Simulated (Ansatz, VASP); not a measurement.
Two plane-wave programs on PbO

```
CELL_PARAMETERS angstrom
0.03883 2.58878 2.58878
2.62761 0.00000 2.62761
2.58878 2.58878 0.03883
ATOMIC_POSITIONS crystal
Pb 0.50000 0.50000 0.50000
O 0.00000 0.00000 0.00000
```

Change from the starting cell: strain e5 = +0.03, atoms carried along.

Alike in both runs: task single point; functional PBEsol; k mesh 10 × 10 × 10; occupations gaussian, width 0.05 eV; no spin polarisation.

|  | VASP | Ansatz |
| --- | --- | --- |
| version | VASP 6.6.1 | Ansatz 0.2.0 |
| potentials or method | VASP PAW PBE potentials, release 64 (Pb_d, O), cutoff 520 eV | scalar-relativistic, plane waves, PAW |
| valence electrons in the cell | 20 | 20 |

```csv
,VASP,Ansatz,Ansatz less VASP
gap on the k mesh at the Fermi level (eV),0.53,0.53,0.000
least direct gap on the mesh (eV),0.68,0.68,-0.001
pressure (GPa),-0.1,0.0,+0.07
"traceless stress, the component that is largest in VASP (GPa)",-0.88,-0.88,+0.002
```

VASP's potentials were made for PBE, not for PBEsol.

Spin-orbit coupling is off throughout.
